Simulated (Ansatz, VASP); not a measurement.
## Two plane-wave programs on SnSe

The input POSCAR:

```
SnSe
1.0
    0.0000000000      3.3915689676      3.3915689676
    3.3915689676      0.0000000000      3.3915689676
    3.3915689676      3.3915689676      0.0000000000
Sn Se
1 1
Direct
    0.0000000000      0.0000000000      0.0000000000
    0.2500000000      0.2500000000      0.2500000000
```

INCAR.step1

```
  PREC = Accurate
  ENCUT = 520
  ISMEAR = -1
  SIGMA = 0.02
  LREAL = F
  LASPH = T
  NELM = 100
  NBANDS = 17
  GGA = PE
  ALGO = Normal
  EDIFF = 1E-4
  LWAVE = T
  LCHARG = F
```

INCAR.step2

```
  PREC = Accurate
  ENCUT = 520
  EDIFF = 1E-7
  ISMEAR = -1
  SIGMA = 0.02
  LREAL = F
  LASPH = T
  NELM = 100
  ALGO = Normal
  ISIF = 2
  LWAVE = F
  LCHARG = T
  METAGGA = R2SCAN
  LMIXTAU = T
  LELF = T
  LVHAR = T
  NBANDS = 17
  ISTART = 1
```

File KPOINTS:

```
Automatic mesh
0
Gamma
  6 6 6
```

Input for Ansatz:

```yaml
crystal:
  lattice:
    - [0.0, 3.3915689676, 3.3915689676]
    - [3.3915689676, 0.0, 3.3915689676]
    - [3.3915689676, 3.3915689676, 0.0]
  atoms:
    - { symbol: Sn, position: [0.0, 0.0, 0.0] }
    - { symbol: Se, position: [0.25, 0.25, 0.25] }
kpoints:
  mp_grid: { grid: [6, 6, 6] }
  band_path:
    path:
      - [0.0, 0.0, 0.0]
      - [-0.5, -0.5, 0.0]
      - [-0.375, -0.375, 0.25]
      - [-0.375, 0.0, 0.375]
      - [0.0, 0.0, 0.5]
      - [-0.5, -0.25, 0.25]
      - [0.25, -0.5, -0.25]
      - [0.0, 0.5, 0.5]
    npoints: 1
hamiltonian:
  xc: r2scan
scf:
  occupations: { method: fermi_dirac, width: 0.02 }
  n_extra_bands: 4
output:
  forces: true
  stress: true
  eigenvalues: true
  write_density: true
  write_potential: true
  elf: true
  volumetric_format: npy
```

Change from the starting cell: hydrostatic strain +0.8%.

Alike in both runs: task single point; functional r2SCAN; k mesh 6 × 6 × 6; occupations fermi-dirac, width 0.02 eV; no spin polarisation.

```csv
,VASP,Ansatz
version,VASP 6.6.1,Ansatz 0.2.0
potentials or method,"VASP PAW PBE potentials, release 64 (Sn_d, Se)","plane waves, PAW"
plane-wave cutoff (eV),520,500
valence electrons in the cell,20,30
```

|  | VASP | Ansatz | Ansatz less VASP |
| --- | --- | --- | --- |
| pressure (GPa) | -0.8 | -0.8 | +0.01 |

VASP's potentials were made for PBE, not for r2SCAN. The functional is the same, so the differences come from potentials, cutoffs and numerics. VASP's potentials hold 20 valence electrons a cell and Ansatz's 30, so a difference there can come from the potentials and not from the codes.
